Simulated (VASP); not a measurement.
Here is a VASP 6.6.1 calculation.

Contents of INCAR:

```
SYSTEM = MgI2
PREC = Accurate
ENCUT = 520
EDIFF = 1E-7
ISMEAR = 0
SIGMA = 0.01
LREAL = .False.
LASPH = .True.
NELM = 60
ALGO = Normal
ISIF = 2
LWAVE = .False.
LCHARG = .False.
GGA = PE
NBANDS = 15
```

The input KPOINTS:

```
Automatic mesh
0
Gamma
  5 5 3
  0 0 0
```

File POSCAR:

```
MgI2
1.0
    4.3470000000      0.0000000000      0.0000000000
   -2.1735000000      3.7646175000      0.0000000000
    0.0000000000      0.0000000000      6.8800000000
Mg I
1 2
Direct
    0.0000000000      0.0000000000      0.0000000000
    0.3333333333      0.6666666667      0.2500000000
    0.6666666667      0.3333333333      0.7500000000
```

Potentials or basis: VASP PAW PBE potentials, release 64 (Mg, I).

Launch:

```sh
$ cat potpaw_PBE.64/Mg/POTCAR potpaw_PBE.64/I/POTCAR > POTCAR
$ mpirun -np 1 vasp_std > vasp.out
```

Problem. Predict the largest force.

Solution. 0.502 eV/Å.

Problem. Predict the pressure.

Solution. -1.9 GPa.

Problem. Predict the band gap on the k mesh.

Solution. 3.00 eV, direct.

Stress tensor (GPa, compression positive):
```
-2.15  0.00  0.00
 0.00 -2.15  0.00
 0.00  0.00 -1.30
```

Caveat: spin-orbit coupling is left out, which moves the levels of the heavy elements; this functional lacks dispersion, which binds the layers, so the pressure and a relaxed spacing across them are unreliable. A k mesh can miss the band edges.
